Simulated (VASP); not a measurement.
Set up this calculation in VASP 6.6.1, as the native input.

| Item | Value |
| --- | --- |
| Task | single point |
| Functional | PBEsol |
| Potentials or basis | VASP PAW PBE potentials, release 64 (Mg, O) |
| Cutoff | 520 eV |
| k mesh | 8 × 5 × 1 |
| Occupations | gaussian, width 0.1 eV |
| Spin | no spin polarisation |
| Dipole correction | yes |
| Further INCAR settings | ALGO = Normal; EDIFF = 1e-06; NBANDS = 15 |

The structure of Mg4O lies in POSCAR:

```
Mg4O
1.0
    3.1881999939      0.0000000000      0.0000000000
    0.0000000000      5.1084658709      0.0000000000
    0.0000000000      0.0000000000     19.1358427726
Mg O
4 1
Direct
    0.0000000000      0.7500000000      0.2090318178
    0.5000000000      0.2500000000      0.2571276385
    0.5000000000      0.7500000000      0.3576109084
    0.0000000000      0.2500000000      0.3990335238
    0.5000000000      0.7500000000      0.4510862889
```

These files were run (other wordings do the same):

INCAR

```
SYSTEM = Mg4O
ALGO = Normal
DIPOL = 0.5 0.5 0.335
EDIFF = 1E-6
ENCUT = 520
GGA = PS
IDIPOL = 3
ISIF = 2
ISMEAR = 0
LASPH = .TRUE.
LCHARG = .FALSE.
LDIPOL = .TRUE.
LREAL = .FALSE.
LWAVE = .FALSE.
NBANDS = 15
NELM = 80
PREC = Accurate
SIGMA = 0.1
```

KPOINTS

```
k-points
0
G
  8 5 1
  0 0 0
```

Potentials or basis: VASP PAW PBE potentials, release 64 (Mg, O).

Launch:

```sh
$ cat potpaw_PBE.64/Mg/POTCAR potpaw_PBE.64/O/POTCAR > POTCAR
$ mpirun -np 1 vasp_std > vasp.out
```

Results of the run:

- Largest force: 1.310 eV/Å
- Band gap on the k mesh: zero (bands 7 and 8 overlap by 0.56 eV)

Caveat: the PAW data sets were made with another functional, which shifts forces and pressure a little.

It took 56 s on 1 thread of Intel(R) Xeon(R) 6975P-C (Granite Rapids), on a shared host, peak memory 0.36 GiB.
